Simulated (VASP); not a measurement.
The system is MoS2.

```
Mo S
1.0
     3.10431    0.00000    0.00000
    -1.55215    2.68841    0.00000
     0.00000    0.00000   12.07242
Mo S
2 4
Cartesian
  1.5522 0.8961 9.0543
  0.0000 1.7923 3.0181
  1.5522 0.8961 4.5513
  0.0000 1.7923 10.5875
  1.5522 0.8961 1.4849
  0.0000 1.7923 7.5211
```

Base run:

```yaml
Program: VASP 6.6.1
Functional: RPBE
Dispersion: D3(BJ)
Potentials_or_basis: VASP PAW PBE potentials, release 64 (Mo_sv, S)
Cutoff: 520 eV
k_mesh: 10 × 10 × 3
Occupations: fermi-dirac, width 0.05 eV
Spin: no spin polarisation
```

Its results: band gap on the k mesh 0.93 eV, indirect (least direct gap 2.03 eV); pressure -6.3 GPa; largest force 0.549 eV/Å.

The run is repeated on the same cell with these changes: functional from RPBE to PBE; dispersion from D3(BJ) to D4. What comes out?

Band gap on the k mesh 0.88 eV, indirect (least direct gap 2.03 eV); pressure 8.6 GPa; largest force 0.969 eV/Å.

Several settings changed at once, so the effect can't be laid on one alone.

Caveats: the PAW data sets were made with another functional, which shifts forces and pressure a little (some runs).

A k mesh can miss the band edges.
